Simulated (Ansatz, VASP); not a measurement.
## Al in VASP and in Ansatz

```
Al
1.0
     0.00000    1.99178    1.99178
     1.99178    0.00000    1.99178
     1.99178    1.99178    0.00000
Al
1
Cartesian
  0.0000 0.0000 0.0000
```

Alike in both runs: functional LDA; k mesh 18 × 18 × 18; occupations gaussian, width 0.1 eV; no spin polarisation.

Ansatz relaxed the structure, and its values are those at the end. VASP's run is a single point on that final structure, the one shown.

```csv
,VASP,Ansatz
version,VASP 6.6.1,Ansatz 0.2.0
potentials or method,"VASP PAW LDA potentials, release 64 (Al), cutoff 500 eV","scalar-relativistic, plane waves, PAW"
valence electrons in the cell,3,3
```

Ansatz gave:

```
gap on the k mesh at the Fermi level (eV) : none
pressure (GPa)                            : 0.0
```

Question: Which values does VASP return?

Answer: gap on the k mesh at the Fermi level (eV): none; pressure (GPa): 0.1.

Ansatz warns that its potentials were made for another functional, while VASP's fit it. LDA's correlation is that of Perdew and Zunger in VASP and of Perdew and Wang (1992) in Ansatz. A gap of «none» marks a metal or a gap that the smearing closes.
